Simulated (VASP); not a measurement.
# BaTa3O2 (P6/mmm) in VASP: relaxation of cell and atoms with PBE

Aim: the relaxation of cell and atoms of BaTa3O2 with PBE.

All numbers are computed with VASP 6.6.1; they aren't measurements. Logs are shortened: lines on timing, memory, paths and dates and some standing lists are left out, and cuts for length are marked.

## (1) The cell of the first run

It takes space group P6/mmm (No. 191, hexagonal). The conventional cell has a = 6.840 Å, b = 6.840 Å, c = 3.107 Å, α = 90.00°, β = 90.00°, γ = 120.00°. Ba (site symmetry 6/mmm) has 2 Ba at 3.11 Å and 12 Ta at 3.76 Å and 12 O at 4.24 Å within 4.3 Å. Within 2.6 Å of Ta (site symmetry mmm) lie 2 O at 1.97 Å. Within 2.6 Å of O (site symmetry -6m2) lie 3 Ta at 1.97 Å.

The cell was generated, and may not be a known phase.

## (2) Relaxation of cell and atoms, PBE

Input file INCAR:

```
PREC = Accurate
ENCUT = 700
EDIFF = 1E-7
ISMEAR = 0
SIGMA = 0.1
LREAL = F
LASPH = T
NELM = 120
ALGO = Normal
ISIF = 3
LWAVE = F
LCHARG = F
GGA = PE
IBRION = 2
NSW = 90
EDIFFG = -0.04
GGA_COMPAT = F
NELMIN = 4
```

Input file KPOINTS:

```
regular mesh
0
Gamma
  3 3 6
```

Input file POSCAR:

```
BaTa3O2
1.0
    6.8403695656      0.0000000000      0.0000000000
   -3.4201847828      5.9239338151      0.0000000000
    0.0000000000      0.0000000000      3.1068247572
Ba Ta O
1 3 2
Direct
    0.0000000000      0.0000000000      0.5000000000
    0.5000000000      0.0000000000      0.0000000000
    0.0000000000      0.5000000000      0.0000000000
    0.5000000000      0.5000000000      0.0000000000
    0.3333333333      0.6666666667      0.0000000000
    0.6666666667      0.3333333333      0.0000000000
```

Potentials or basis: VASP PAW PBE potentials, release 64 (Ba_sv, Ta_sv_GW, O).

Launch:

```sh
$ cat potpaw_PBE.64/Ba_sv/POTCAR potpaw_PBE.64/Ta_sv_GW/POTCAR potpaw_PBE.64/O/POTCAR > POTCAR
$ mpirun -np 1 vasp_std > vasp.out
```

OUTCAR:

```text
PREC = Accurate
   ENCUT = 700
   EDIFF = 1E-7
   ISMEAR = 0
   LREAL = F
   LASPH = T
   NELM = 120
   ISIF = 3
   GGA = PE
   IBRION = 2
   NSW = 90
   EDIFFG = -0.04
   NELMIN = 4

 ion  position               nearest neighbor table
   1  0.000  0.000  0.500-   2 3.76   2 3.76   2 3.76   2 3.76   3 3.76   4 3.76   3 3.76   3 3.76
                             4 3.76   3 3.76   4 3.76   4 3.76
   2  0.500  0.000  0.000-   5 1.97   6 1.97   1 3.76   1 3.76   1 3.76   1 3.76
   3  0.000  0.500  0.000-   5 1.97   6 1.97   1 3.76   1 3.76   1 3.76   1 3.76
   4  0.500  0.500  0.000-   5 1.97   6 1.97   1 3.76   1 3.76   1 3.76   1 3.76
   5  0.333  0.667  0.000-   3 1.97   2 1.97   4 1.97
   6  0.667  0.333  0.000-   3 1.97   2 1.97   4 1.97

  LATTYP: Found a hexagonal cell.
 ALAT       =     6.8403695656
 C/A-ratio  =     0.4541896059

  Lattice vectors:

 A1 = (   6.8403695656,   0.0000000000,   0.0000000000)
 A2 = (  -3.4201847828,   5.9239338151,   0.0000000000)
 A3 = (   0.0000000000,   0.0000000000,   3.1068247572)

Analysis of symmetry for initial positions (statically):
=====================================================================
 Subroutine PRICEL returns:
 Original cell was already a primitive cell.

 Routine SETGRP: Setting up the symmetry group for a
 hexagonal supercell.

 Subroutine GETGRP returns: Found 24 space group operations
 (whereof 24 operations were pure point group operations)
 out of a pool of 24 trial point group operations.

The static configuration has the point symmetry D_6h.

Analysis of symmetry for dynamics (positions and initial velocities):
=====================================================================
 Subroutine PRICEL returns:
 Original cell was already a primitive cell.

 Routine SETGRP: Setting up the symmetry group for a
 hexagonal supercell.

 Subroutine GETGRP returns: Found 24 space group operations
 (whereof 24 operations were pure point group operations)
 out of a pool of 24 trial point group operations.

The dynamic configuration has the point symmetry D_6h.

 Subroutine INISYM returns: Found 24 space group operations
 (whereof 24 operations are pure point group operations),
 and found     1 'primitive' translations

----------------------------------------------------------------------------------------

                                     Primitive cell
[... 74 lines left out ...]
   NGX,Y,Z   is equivalent  to a cutoff of  14.58, 14.58, 14.98 a.u.
   NGXF,Y,Z  is equivalent  to a cutoff of  29.16, 29.16, 29.97 a.u.
 SYSTEM =  unknown system
   PREC   = accura    normal or accurate (medium, high low for compatibility)
   ISTART =      0    job   : 0-new  1-cont  2-samecut
   ICHARG =      2    charge: 1-file 2-atom 10-const
   ISPIN  =      1    spin polarized calculation?
   LNONCOLLINEAR =      F non collinear calculations
   LSORBIT =      F    spin-orbit coupling
   LASPH  =      T    aspherical Exc in radial PAW
   ENCUT  =  700.0 eV  51.45 Ry    7.17 a.u.  14.76 14.76  6.70*2*pi/ulx,y,z
   NELM   =    120;   NELMIN=  4; NELMDL= -5     # of ELM steps
   EDIFF  = 0.1E-06   stopping-criterion for ELM
   LREAL  =      F    real-space projection
   EDIFFG = -.4E-01   stopping-criterion for IOM
   NSW    =     90    number of steps for IOM
   IBRION =      2    ionic relax: 0-MD 1-quasi-New 2-CG
   NFREE  =      1    steps in history (QN), initial steepest desc. (CG)
   ISIF   =      3    stress and relaxation
   ISYM   =      2    0-nonsym 1-usesym 2-fastsym
   POTIM  = 0.5000    time-step for ionic-motion
   TEBEG  =    0.0;   TEEND  =   0.0 temperature during run
   PSTRESS=    0.0 pullay stress
   NELECT =      61.0000    total number of electrons
   NUPDOWN=      -1.0000    fix difference up-down
   EMIN   =  10.00;   EMAX   =-10.00  energy-range for DOS
   EFERMI =   0.00;   METHOD = LEGACY
   ISMEAR =     0;   SIGMA  =   0.10  broadening in eV -4-tet -1-fermi 0-gaus
   EFERMI_NEDOS =   21; number of points for ismear=-14 and -15
   IALGO  =     38    algorithm
   IMIX   =      4    mixing-type and parameters
     AMIX     =   0.40;   BMIX     =  1.00
     AMIX_MAG =   1.60;   BMIX_MAG =  1.00
  volume/ion in A,a.u.               =      20.98       141.60
  Fermi-wavevector in a.u.,A,eV,Ry     =   1.285827  2.429861 22.495213  1.653352
  Thomas-Fermi vector in A             =   2.417938
   LORBIT       =      0    0 simple, 1 ext, 2 COOP (PROOUT), +10 PAW based schemes
   GGA     = PE    functional components
   LHFCALC =     F    Hartree Fock is set to
   AEXX    =    0.0000 exact exchange contribution
   IVDW    =     0    specifies the selected vdW correction
   LEPSILON=     F    determine dielectric tensor
   LRPA    =     F    only Hartree local field effects (RPA)
 conjugate gradient relaxation of ions
 non-spin polarized calculation
 Gauss-broadening in eV      SIGMA  =   0.10
  energy-cutoff  :      700.00
  volume of cell :      125.89
 maximum number of plane-waves:      5328
 NGX is ok and might be reduce to    60
   NGX = 29   NGY = 29   NGZ = 13

--------------------------------------- Ionic step        1  -------------------------------------------

 number of electron      60.9999998 magnetization

 Free energy of the ion-electron system (eV)
  ---------------------------------------------------
  ext. energy  EPLUGINS =         0.00000000
  ---------------------------------------------------
  free energy    TOTEN  =       -57.66647268 eV

  energy without entropy =      -57.63494545  energy(sigma->0) =      -57.65070906

------------------------ aborting loop because EDIFF is reached ----------------------------------------

  FORCE on cell =-STRESS in cart. coord.  units (eV):
  Direction    XX          YY          ZZ          XY          YZ          ZX
  --------------------------------------------------------------------------------------
  -------------------------------------------------------------------------------------
  Total        1.5501414      1.5501414     -4.6029950      0.0000000     -0.0000000      0.0000000
  in kB       19.7276505     19.7276505    -58.5793524      0.0000000     -0.0000000      0.0000000
  external PRESSURE =      -6.3746838 kB  Pullay stress =       0.0000000 kB
[... 147 lines left out ...]
--------------------------------------- Ionic step        5  -------------------------------------------

 number of electron      61.0000001 magnetization

 Free energy of the ion-electron system (eV)
  ---------------------------------------------------
  ext. energy  EPLUGINS =         0.00000000
  ---------------------------------------------------
  free energy    TOTEN  =       -57.79636933 eV

  energy without entropy =      -57.77818579  energy(sigma->0) =      -57.78727756

 E-fermi :   6.4793     XC(G=0): -10.8196

 val. band max:        6.4093787416   @ k =   0.0000   0.0000   0.5000
 cond. band min:       6.5303651146   @ k =   0.3333   0.3333   0.0000
 fundamental gap:      0.1209863730
 Fermi energy:         6.4793217531

 k-point     1 :       0.0000    0.0000    0.0000
  band No.  band energies     occupation
      1     -62.2696      2.00000
      2     -62.2613      2.00000
      3     -62.2613      2.00000
      4     -29.4446      2.00000
      5     -29.0605      2.00000
      6     -29.0605      2.00000
[... 490 lines left out ...]
  FREE ENERGIE OF THE ION-ELECTRON SYSTEM (eV)
  ---------------------------------------------------
  free  energy   TOTEN  =       -57.7963693265 eV

  energy  without entropy=      -57.7781857943  energy(sigma->0) =      -57.78727756

 reached required accuracy - stopping structural energy minimisation
```

Run time: 9.3 min. Hardware: 1 thread of Intel Xeon Platinum 8259CL at 2.50GHz (Skylake/Cascade Lake), shared host; peak memory 0.39 GiB.

Results:

```
Free energy                           : -57.7964 eV
Relaxed volume                        : 20.32 Å³/atom
Relaxed cell                          : a = 6.893 Å, b = 6.893 Å, c = 2.963 Å, α = 90.00°, β = 90.00°, γ = 120.00°
Space group after relaxing (to 0.1 Å) : P6/mmm (No. 191)
Energy gained by relaxing             : 21.6 meV/atom
Ionic steps                           : 5
Pressure after relaxing               : -0.1 GPa
Band gap on the k mesh                : zero (an odd number of electrons rules out a gap without spin polarisation)
```

Stress tensor (GPa, compression positive):
```
-0.25  0.00  0.00
 0.00 -0.25  0.00
 0.00  0.00  0.22
```

The path:
```csv
step,energy change (eV),largest force (eV/Å),pressure (GPa),volume (Å³)
1,0.0000,0.0000,-0.64,125.89
2,-0.1150,0.0000,-2.12,124.28
3,-0.1150,0.0000,-2.12,124.28
4,-0.1043,0.0000,2.81,118.94
5,-0.1299,0.0000,-0.09,121.93
```

Final structure:
```cif
data_structure
_symmetry_space_group_name_H-M 'P 1'
_symmetry_Int_Tables_number 1
_cell_length_a 6.8929
_cell_length_b 6.8929
_cell_length_c 2.9634
_cell_angle_alpha 90.000
_cell_angle_beta 90.000
_cell_angle_gamma 120.000
_cell_volume 121.93
loop_
_atom_site_label
_atom_site_type_symbol
_atom_site_fract_x
_atom_site_fract_y
_atom_site_fract_z
_atom_site_occupancy
Ba1 Ba 0.00000 0.00000 0.50000 1
Ta1 Ta 0.50000 0.00000 0.00000 1
Ta2 Ta 0.00000 0.50000 0.00000 1
Ta3 Ta 0.50000 0.50000 0.00000 1
O1 O 0.33333 0.66667 0.00000 1
O2 O 0.66667 0.33333 0.00000 1
```

Levels at points of the mesh, in eV from the Fermi level:
```csv
k point,band 26,band 27,band 28,band 29,band 30,band 31,band 32,band 33,band 34,band 35
"(0.00, 0.00, 0.00)",-3.51,-3.51,-1.94,-1.30,-1.30,1.44,1.60,1.60,1.83,1.83
"(0.00, 0.00, 0.50)",-1.88,-0.98,-0.28,-0.28,-0.20,-0.11,-0.11,-0.07,-0.07,1.40
```

Caveat: spin-orbit coupling is left out, which moves the levels of the heavy elements.

The gap in the log of VASP goes by the Fermi energy; the results here count the filled bands.